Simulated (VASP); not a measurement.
# Te2Mo in VASP: notebook, part 2 of 2

VASP 6.6.1.

## 4. Relaxation of cell and atoms, PBE

This run uses another cell than the first one, of 55.32 Å³/atom, 1.429 times its volume.

INCAR

```
ALGO = Normal
EDIFF = 1E-6
EDIFFG = -0.01
ENCUT = 600
GGA = PE
IBRION = 2
ISIF = 3
ISMEAR = 0
LASPH = True
LCHARG = False
LREAL = False
LWAVE = False
NELM = 80
NSW = 100
PREC = Accurate
SIGMA = 0.02
```

KPOINTS

```
k-points
0
Gamma
  12 12 2
```

POSCAR

```
Te2Mo
1.0
    3.5459280446      0.0000000000      0.0000000000
   -1.7729640223      3.0708637666      0.0000000000
    0.0000000000      0.0000000000     15.2396806195
Te Mo
2 1
Direct
    0.3333333333      0.6666666667      0.8812166380
    0.3333333333      0.6666666667      0.1187833620
    0.0000000000      0.0000000000      0.0000000000
```

Potentials or basis: VASP PAW PBE potentials, release 64 (Te, Mo_sv).

The run is started by

```console
> cat potpaw_PBE.64/Te/POTCAR potpaw_PBE.64/Mo_sv/POTCAR > POTCAR
> mpirun -np 1 vasp_std > vasp.out
```

OUTCAR:

```text
EDIFF = 1E-6
   EDIFFG = -0.01
   ENCUT = 600
   GGA = PE
   IBRION = 2
   ISIF = 3
   ISMEAR = 0
   LASPH = True
   LREAL = False
   NELM = 80
   NSW = 100
   PREC = Accurate

 ion  position               nearest neighbor table
   1  0.333  0.667  0.881-   3 2.73   3 2.73   3 2.73   2 3.62
   2  0.333  0.667  0.119-   3 2.73   3 2.73   3 2.73   1 3.62
   3  0.000  0.000  0.000-   1 2.73   2 2.73   1 2.73   2 2.73   1 2.73   2 2.73

  LATTYP: Found a hexagonal cell.
 ALAT       =     3.5459280446
 C/A-ratio  =     4.2977974815

  Lattice vectors:

 A1 = (   3.5459280446,   0.0000000000,   0.0000000000)
 A2 = (  -1.7729640223,   3.0708637666,   0.0000000000)
 A3 = (   0.0000000000,   0.0000000000,  15.2396806195)

Analysis of symmetry for initial positions (statically):
=====================================================================
 Subroutine PRICEL returns:
 Original cell was already a primitive cell.

 Routine SETGRP: Setting up the symmetry group for a
 hexagonal supercell.

 Subroutine GETGRP returns: Found 12 space group operations
[... 171 lines left out ...]

  FORCE on cell =-STRESS in cart. coord.  units (eV):
  Direction    XX          YY          ZZ          XY          YZ          ZX
  --------------------------------------------------------------------------------------
  -------------------------------------------------------------------------------------
  Total        0.1789538      0.1789538      0.0771696      0.0000000      0.0000000     -0.0000000
  in kB        1.7277672      1.7277672      0.7450592      0.0000000      0.0000000     -0.0000000
  external PRESSURE =       1.4001978 kB  Pullay stress =       0.0000000 kB
[... 246 lines left out ...]
--------------------------------------- Ionic step        8  -------------------------------------------

 number of electron      25.9999997 magnetization

 Free energy of the ion-electron system (eV)
  ---------------------------------------------------
  ext. energy  EPLUGINS =         0.00000000
  ---------------------------------------------------
  free energy    TOTEN  =       -18.02478575 eV

  energy without entropy =      -18.02478575  energy(sigma->0) =      -18.02478575

 E-fermi :   1.0970     XC(G=0):  -5.4092

 val. band max:        0.9146374987   @ k =   0.3333   0.3333   0.0000
 cond. band min:       1.9952599448   @ k =   0.3333   0.3333   0.5000
 fundamental gap:      1.0806224461
 Fermi energy:         1.0969701549

 k-point     1 :       0.0000    0.0000    0.0000
  band No.  band energies     occupation
      1     -59.7758      2.00000
      2     -33.9226      2.00000
      3     -33.8178      2.00000
      4     -33.8178      2.00000
      5     -11.6185      2.00000
      6     -10.6846      2.00000
[... 457 lines left out ...]
      4     -33.8381      2.00000
      5     -10.3330      2.00000
      6      -9.8037      2.00000
[... 9 lines left out ...]
     16       3.5381      0.00000
     17       4.4941      0.00000

 [... further k-points ...]
[... 5 lines left out ...]
  --------------------------------------------------------------------------------------
  -------------------------------------------------------------------------------------
  Total       -0.0105161     -0.0105161     -0.0226821      0.0000000     -0.0000000     -0.0000000
  in kB       -0.1011369     -0.1011369     -0.2181411      0.0000000     -0.0000000     -0.0000000
  external PRESSURE =      -0.1401383 kB  Pullay stress =       0.0000000 kB
[... 18 lines left out ...]
  FREE ENERGIE OF THE ION-ELECTRON SYSTEM (eV)
  ---------------------------------------------------
  free  energy   TOTEN  =       -18.0247857531 eV

  energy  without entropy=      -18.0247857531  energy(sigma->0) =      -18.02478575

 reached required accuracy - stopping structural energy minimisation
```

CONTCAR:

```text
Te2Mo
   1.00000000000000
     3.5538246366791788   -0.0000000000000000   -0.0000000000000000
    -1.7769123183395894    3.0777024159437896    0.0000000000000000
     0.0000000000000000   -0.0000000000000000   15.2312116187493363
  Te              Mo
     2     1
Direct
     0.3333333332999970    0.6666666667000030    0.8812164872138254
     0.3333333332999970    0.6666666667000030    0.1187835127861746
     0.0000000000000000    0.0000000000000000    0.0000000000000000

  0.00000000E+00  0.00000000E+00  0.00000000E+00
  0.00000000E+00  0.00000000E+00  0.00000000E+00
  0.00000000E+00  0.00000000E+00  0.00000000E+00
```

Run time: 4.3 min. Hardware: 1 thread of Intel Xeon 6975P-C (Granite Rapids), shared host; peak memory 0.41 GiB.

What came out:

| Property | Result |
| --- | --- |
| Free energy | -18.0248 eV |
| Relaxed cell | a = 3.554 Å, b = 3.554 Å, c = 15.231 Å, α = 90.00°, β = 90.00°, γ = 120.00° |
| Space group after relaxing (to 0.05 Å) | P-6m2 (No. 187) |
| Energy gained by relaxing | 0.1 meV/atom |
| Ionic steps | 8 |
| Band gap on the k mesh | 1.08 eV, direct |

Step by step:
```csv
step,energy change (eV),largest force (eV/Å),pressure (GPa),volume (Å³)
1,0.0000,0.0263,0.14,165.95
2,0.0001,0.0704,-0.18,167.11
3,-0.0003,0.0174,0.00,166.47
4,-0.0003,0.0193,0.00,166.49
5,-0.0002,0.0447,-0.10,166.80
6,-0.0003,0.0217,-0.02,166.52
7,-0.0003,0.0204,-0.02,166.50
8,-0.0003,0.0006,-0.01,166.59
```

Final structure:
```
CELL_PARAMETERS angstrom
3.55382 0.00000 0.00000
-1.77691 3.07770 0.00000
0.00000 0.00000 15.23121
ATOMIC_POSITIONS crystal
Te 0.33333 0.66667 0.88122
Te 0.33333 0.66667 0.11878
Mo 0.00000 0.00000 0.00000
```

Caveat: spin-orbit coupling is left out, which moves the levels of the heavy elements.

## 5. Summary

| task | cell | k mesh | cutoff (eV) | smearing | gap on the mesh (eV) | relaxed volume (Å³/atom) | largest force (eV/Å) |
| --- | --- | --- | --- | --- | --- | --- | --- |
| relaxation of cell and atoms | relaxed from a = 3.018, b = 3.018, c = 14.731 Å, angles 90.0, 90.0, 120.0°, 3 atoms | 6 × 6 × 2 | 600 | gaussian 0.1 eV | 1.09 | 54.79 | 0.01 |
| single point | a = 3.555, b = 3.555, c = 15.239 Å, angles 90.0, 90.0, 120.0°, 3 atoms | 12 × 12 × 2 | 520 | gaussian 0.02 eV | 1.08 | - | 0.01 |
| relaxation of cell and atoms | relaxed from a = 3.546, b = 3.546, c = 15.240 Å, angles 90.0, 90.0, 120.0°, 3 atoms | 12 × 12 × 2 | 600 | gaussian 0.02 eV | 1.08 | 55.53 | - |

Alike in all rows: level PBE; potentials or basis VASP PAW PBE potentials, release 64 (Te, Mo_sv); no spin polarisation.

Caveats: spin-orbit coupling is left out, which moves the levels of the heavy elements; the volume moved by over 15 % at a fixed basis, so the end points are rough (some runs).

Total energies depend on the potentials used, so only differences within one code and one set of settings carry meaning.
